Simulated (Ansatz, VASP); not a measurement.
**One calculation of NaCl, two programs**

```
Na Cl
1.0
     0.00000    2.89288    2.89288
     2.89288    0.00000    2.89288
     2.89288    2.89288    0.00000
Na Cl
1 1
Direct
  0.00000 0.00000 0.00000
  0.50000 0.50000 0.50000
```

Alike in both runs: functional r2SCAN; k mesh 8 × 8 × 8; no spin polarisation.

Ansatz relaxed the structure, and its values are those at the end. VASP's run is a single point on that final structure, the one shown.

```csv
,VASP,Ansatz
version,VASP 6.6.1,Ansatz 0.2.0
potentials or method,"VASP PAW PBE potentials, release 64 (Na_pv, Cl), cutoff 520 eV",PAW plane waves
occupations,"methfessel-paxton of order 1, width 0.0138 eV","cold, width 0.0138 eV"
valence electrons in the cell,14,16
```

|  | VASP | Ansatz | Ansatz less VASP |
| --- | --- | --- | --- |
| gap on the k mesh at the Fermi level (eV) | 5.62 | 5.60 | -0.023 |
| pressure (GPa) | -2.3 | -2.1 | +0.26 |

VASP's potentials were made for PBE, not for r2SCAN. VASP's potentials hold 14 valence electrons a cell and Ansatz's 16, so a difference there can come from the potentials and not from the codes. Ansatz's warnings: stress scf threshold loose.
